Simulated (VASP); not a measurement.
A run of VASP 6.6.1 is set up as follows.

The input POSCAR:

```
TiO2
1.0
    2.6847585539     -2.6847645963     -0.0201584547
    2.6847585539      2.6847645963     -0.0201584547
   -2.6485578781      0.0000000000      4.8501018565
Ti O
2 4
Direct
    0.1251393733      0.8761340902      0.2499997292
    0.8748606267      0.1238659098      0.7500002708
    0.3344856063      0.0777771881      0.6622699565
    0.6655143937      0.9222228119      0.3377300435
    0.9184475690      0.6952005784      0.8377314048
    0.0815524310      0.3047994216      0.1622685952
```

File INCAR.step1:

```
ALGO = Normal
EDIFF = 1E-4
ENCUT = 520
GGA = PE
ISMEAR = 0
LASPH = T
LCHARG = F
LDAU = T
LDAUJ = 0 0
LDAUL = 2 -1
LDAUTYPE = 2
LDAUU = 4 0
LMAXMIX = 4
LREAL = F
LWAVE = T
NBANDS = 33
NELM = 150
PREC = Accurate
SIGMA = 0.05
```

Contents of INCAR.step2:

```
ALGO = Normal
EDIFF = 1E-6
ENCUT = 520
ISIF = 2
ISMEAR = 0
ISTART = 1
LASPH = T
LCHARG = T
LDAU = T
LDAUJ = 0 0
LDAUL = 2 -1
LDAUPRINT = 1
LDAUTYPE = 2
LDAUU = 4 0
LELF = T
LMAXMIX = 4
LMIXTAU = T
LREAL = F
LVHAR = T
LWAVE = F
METAGGA = R2SCAN
NBANDS = 33
NELM = 150
PREC = Accurate
SIGMA = 0.05
```

KPOINTS

```
k-points
0
Gamma
  6 6 6
```

Potentials or basis: VASP PAW PBE potentials, release 64 (Ti_sv, O).

The run is started by

```console
$ cat potpaw_PBE.64/Ti_sv/POTCAR potpaw_PBE.64/O/POTCAR > POTCAR
$ cp INCAR.step1 INCAR
$ mpirun -np 1 vasp_std > vasp.out
$ cp INCAR.step2 INCAR
$ mpirun -np 1 vasp_std > vasp.out
```

Question: What does it give for the pressure?

Answer: 7.0 GPa.

Question: Predict the band gap on the k mesh.

Answer: 3.24 eV (least direct gap 3.56 eV).

Stress tensor (GPa, compression positive):
```
7.56 1.84 1.64
1.84 7.62 2.14
1.64 2.14 5.93
```

Caveat: the cell differs from its parent crystal (atoms displaced along a vibrational mode); the cell stands under pressure; the PAW data sets were made with another functional, which shifts forces and pressure a little. A k mesh can miss the band edges.
